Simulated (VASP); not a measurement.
# La (P6_3/mmc) in VASP: a series of runs, part 2 of 2

VASP 6.6.1. Earlier steps stand in the parts before.

**4. Single point, LDA**

The input, INCAR:

```
ALGO = Normal
EDIFF = 1E-7
ENCUT = 520
ISIF = 2
ISMEAR = -1
LASPH = T
LCHARG = F
LREAL = F
LWAVE = F
NBANDS = 18
NELM = 100
PREC = Accurate
SIGMA = 0.05
```

The input, KPOINTS:

```
k-points
0
Gamma
  8 8 5
```

The input, POSCAR:

```
La
1.0
    3.7500000000      0.0000000000      0.0000000000
   -1.8750000000      3.2475952642      0.0000000000
    0.0000000000      0.0000000000      6.0700000000
La
2
Direct
    0.6666666667      0.3333333333      0.7500000000
    0.3333333333      0.6666666667      0.2500000000
```

Potentials or basis: VASP PAW LDA potentials, release 64 (La).

Launch:

```bash
cat potpaw_LDA.64/La/POTCAR > POTCAR
mpirun -np 1 vasp_std > vasp.out
```

OUTCAR:

```text
EDIFF = 1E-7
   ENCUT = 520
   ISIF = 2
   ISMEAR = -1
   LASPH = T
   LREAL = F
   NELM = 100
   PREC = Accurate

 ion  position               nearest neighbor table
   1  0.667  0.333  0.750-
   2  0.333  0.667  0.250-

  LATTYP: Found a hexagonal cell.
 ALAT       =     3.7500000000
 C/A-ratio  =     1.6186666667

  Lattice vectors:

 A1 = (   3.7500000000,   0.0000000000,   0.0000000000)
 A2 = (  -1.8750000000,   3.2475952642,   0.0000000000)
 A3 = (   0.0000000000,   0.0000000000,   6.0700000000)

Analysis of symmetry for initial positions (statically):
=====================================================================
 Subroutine PRICEL returns:
 Original cell was already a primitive cell.

 Routine SETGRP: Setting up the symmetry group for a
 hexagonal supercell.

 Subroutine GETGRP returns: Found 24 space group operations
 (whereof 12 operations were pure point group operations)
 out of a pool of 24 trial point group operations.

The static configuration has the point symmetry D_3d.
 The point group associated with its full space group is D_6h.

Analysis of symmetry for dynamics (positions and initial velocities):
=====================================================================
 Subroutine PRICEL returns:
 Original cell was already a primitive cell.

 Routine SETGRP: Setting up the symmetry group for a
 hexagonal supercell.

 Subroutine GETGRP returns: Found 24 space group operations
 (whereof 12 operations were pure point group operations)
 out of a pool of 24 trial point group operations.

The dynamic configuration has the point symmetry D_3d.
 The point group associated with its full space group is D_6h.

 Subroutine INISYM returns: Found 24 space group operations
 (whereof 12 operations are pure point group operations),
 and found     1 'primitive' translations

[... 107 lines left out ...]
   EMIN   =  10.00;   EMAX   =-10.00  energy-range for DOS
   EFERMI =   0.00;   METHOD = LEGACY
   ISMEAR =    -1;   SIGMA  =   0.05  broadening in eV -4-tet -1-fermi 0-gaus
   EFERMI_NEDOS =   21; number of points for ismear=-14 and -15
   IALGO  =     38    algorithm
   IMIX   =      4    mixing-type and parameters
     AMIX     =   0.40;   BMIX     =  1.00
     AMIX_MAG =   1.60;   BMIX_MAG =  1.00
  volume/ion in A,a.u.               =      36.96       249.43
  Fermi-wavevector in a.u.,A,eV,Ry     =   1.093004  2.065478 16.254307  1.194658
  Thomas-Fermi vector in A             =   2.229281
   LORBIT       =      0    0 simple, 1 ext, 2 COOP (PROOUT), +10 PAW based schemes
   GGA     = CA    functional components
   LHFCALC =     F    Hartree Fock is set to
   AEXX    =    0.0000 exact exchange contribution
   IVDW    =     0    specifies the selected vdW correction
   LEPSILON=     F    determine dielectric tensor
   LRPA    =     F    only Hartree local field effects (RPA)
 non-spin polarized calculation
  energy-cutoff  :      520.00
  volume of cell :       73.92
 maximum number of plane-waves:      2008
 NGX is ok and might be reduce to    28
   NGX = 13   NGY = 13   NGZ = 23

 number of electron      21.9999997 magnetization

 Free energy of the ion-electron system (eV)
  ---------------------------------------------------
  ext. energy  EPLUGINS =         0.00000000
  ---------------------------------------------------
  free energy    TOTEN  =       -10.99416876 eV

  energy without entropy =      -10.95632251  energy(sigma->0) =      -10.97524563

 E-fermi :   7.6913     XC(G=0):  -9.7844

 val. band max:        7.6637675195   @ k =   0.2500   0.2500   0.4000
 cond. band min:       7.7222398351   @ k =   0.2500   0.0000   0.0000
 fundamental gap:      0.0584723156
 Fermi energy:         7.6913300595

 k-point     1 :       0.0000    0.0000    0.0000
  band No.  band energies     occupation
      1     -25.0484      2.00000
      2     -24.8391      2.00000
      3      -9.4555      2.00000
      4      -8.2194      2.00000
      5      -8.2194      2.00000
      6      -8.0283      2.00000
[... 481 lines left out ...]
      5      -8.5029      2.00000
      6      -8.3901      2.00000
[... 10 lines left out ...]
     17       9.2966      0.00000
     18       9.3529      0.00000

 [... further k-points ...]

------------------------ aborting loop because EDIFF is reached ----------------------------------------

  FORCE on cell =-STRESS in cart. coord.  units (eV):
  Direction    XX          YY          ZZ          XY          YZ          ZX
  --------------------------------------------------------------------------------------
  -------------------------------------------------------------------------------------
  Total       -1.2798532     -1.2798532     -1.4005582      0.0000000     -0.0000000      0.0000000
  in kB      -27.7388780    -27.7388780    -30.3549753      0.0000000     -0.0000000      0.0000000
  external PRESSURE =     -28.6109104 kB  Pullay stress =       0.0000000 kB

 VOLUME and BASIS-vectors are now :
 -----------------------------------------------------------------------------
  energy-cutoff  :      520.00
  volume of cell :       73.92
      direct lattice vectors                 reciprocal lattice vectors
     3.750000000  0.000000000  0.000000000     0.266666667  0.153960072  0.000000000
    -1.875000000  3.247595264  0.000000000     0.000000000  0.307920144  0.000000000
     0.000000000  0.000000000  6.070000000     0.000000000  0.000000000  0.164744646

 POSITION                                       TOTAL-FORCE (eV/Angst)
 -----------------------------------------------------------------------------------
      1.87500      1.08253      4.55250        -0.000000      0.000000      0.000000
     -0.00000      2.16506      1.51750         0.000000     -0.000000      0.000000
 -----------------------------------------------------------------------------------
    total drift:                                0.000000     -0.000000      0.000000

  FREE ENERGIE OF THE ION-ELECTRON SYSTEM (eV)
  ---------------------------------------------------
  free  energy   TOTEN  =       -10.9941687587 eV

  energy  without entropy=      -10.9563225083  energy(sigma->0) =      -10.97524563
```

OSZICAR:

```text
N       E                     dE             d eps       ncg     rms          rms(c)
DAV:   1     0.242558684481E+03    0.24256E+03   -0.79955E+03  1096   0.168E+03
DAV:   2     0.240669613339E+02   -0.21849E+03   -0.21537E+03  1528   0.306E+02
DAV:   3    -0.778093869418E+01   -0.31848E+02   -0.31172E+02  1784   0.132E+02
DAV:   4    -0.107634368646E+02   -0.29825E+01   -0.29461E+01  2144   0.360E+01
DAV:   5    -0.109981532715E+02   -0.23472E+00   -0.23420E+00  1752   0.967E+00    0.325E+00
DAV:   6    -0.110107214839E+02   -0.12568E-01   -0.49852E-01  2152   0.456E+00    0.161E+00
DAV:   7    -0.109957246926E+02    0.14997E-01   -0.37890E-02  1776   0.126E+00    0.513E-01
DAV:   8    -0.109940611536E+02    0.16635E-02   -0.64230E-03  2144   0.582E-01    0.595E-02
DAV:   9    -0.109941478106E+02   -0.86657E-04   -0.60921E-04  1888   0.142E-01    0.359E-02
DAV:  10    -0.109941696954E+02   -0.21885E-04   -0.13739E-04  2024   0.652E-02    0.242E-02
DAV:  11    -0.109941687565E+02    0.93896E-06   -0.20104E-05  1872   0.400E-02    0.620E-03
DAV:  12    -0.109941687769E+02   -0.20386E-07   -0.11875E-06  2000   0.109E-02    0.118E-03
DAV:  13    -0.109941687587E+02    0.18170E-07   -0.22589E-07  1496   0.455E-03
   1 F= -.10994169E+02 E0= -.10975246E+02  d E =-.378463E-01
```

It took 72 s on 1 thread of Intel Xeon 8259CL, shared host; peak memory 0.18 GiB.

Results:

| Item | Value |
| --- | --- |
| Free energy | -10.9942 eV |
| Pressure | -2.9 GPa |
| Band gap on the k mesh | zero (bands 11 and 12 overlap by 1.21 eV) |

Caveat: spin-orbit coupling is left out, which moves the levels of the heavy elements.

**5. Overview**

```tsv
task	level	potentials or basis	cell	cutoff (eV)	gap on the mesh (eV)	pressure (GPa)
relaxation of cell and atoms	PBEsol	VASP PAW PBE potentials, release 64 (La)	relaxed to 20 GPa	600	none	20.0
relaxation of cell and atoms	PBEsol	VASP PAW PBE potentials, release 64 (La)	relaxed to 30 GPa	600	none	30.0
single point	LDA	VASP PAW LDA potentials, release 64 (La)	as given	520	none	-2.9
```

Alike in all rows: no spin polarisation; k mesh 8 × 8 × 5; smearing fermi-dirac 0.05 eV.

Caveats: spin-orbit coupling is left out, which moves the levels of the heavy elements; the cell is relaxed towards a set pressure, so the run minimises the enthalpy, not the energy (at least some runs); the PAW data sets were made with another functional, which shifts forces and pressure a little (at least some runs).

Total energies depend on the potentials used, so only differences within one code and one set of settings carry meaning.

The gap in the log of VASP goes by the Fermi energy; the results here count the filled bands.